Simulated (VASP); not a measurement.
Write the native input for VASP 6.6.1 that does the following.

| Quantity | Value |
| --- | --- |
| Task | single point |
| Functional | PBE |
| Potentials or basis | VASP PAW PBE potentials, release 64 (Cr_pv, O) |
| Cutoff | 600 eV |
| k mesh | 13 × 13 × 13 |
| Occupations | fermi-dirac, width 0.0612256 eV |
| Spin | no spin polarisation |
| Dipole correction | no |
| Further INCAR settings | ALGO = Normal; EDIFF = 1e-06; NBANDS = 22 |

The structure of Cr2O (antifluorite type) lies in POSCAR:

```
Cr2O
1.0
    0.0000000000      2.5108491552      2.5108491552
    2.5108491552      0.0000000000      2.5108491552
    2.5108491552      2.5108491552      0.0000000000
Cr O
2 1
Direct
    0.2500000000      0.2500000000      0.2500000000
    0.7500000000      0.7500000000      0.7500000000
    0.0000000000      0.0000000000      0.0000000000
```

These files were run (other wordings do the same):

INCAR

```
SYSTEM = Cr2O
ALGO = Normal
EDIFF = 1E-6
ENCUT = 600
GGA = PE
GGA_COMPAT = .False.
ISIF = 2
ISMEAR = -1
LASPH = .True.
LCHARG = .False.
LREAL = .False.
LWAVE = .False.
NBANDS = 22
NELM = 120
PREC = Accurate
SIGMA = 0.06122561905347299
```

KPOINTS

```
k-points
0
Gamma
  13 13 13
  0 0 0
```

Potentials or basis: VASP PAW PBE potentials, release 64 (Cr_pv, O).

Launch:

```bash
$ cat potpaw_PBE.64/Cr_pv/POTCAR potpaw_PBE.64/O/POTCAR > POTCAR
$ mpirun -np 1 vasp_std > vasp.out
```

Results of the run:

| Property | Result |
| --- | --- |
| Pressure | -7.4 GPa |
| Band gap on the k mesh | zero (bands 15 and 16 overlap by 0.96 eV) |

Caveat: the cell stands under tension; the run has no spin polarisation, though such a crystal can be magnetic.

Run time: 42 s on 1 thread of AMD EPYC 9R45 96-Core Processor (Zen 5) (shared host), peak memory 0.17 GiB.
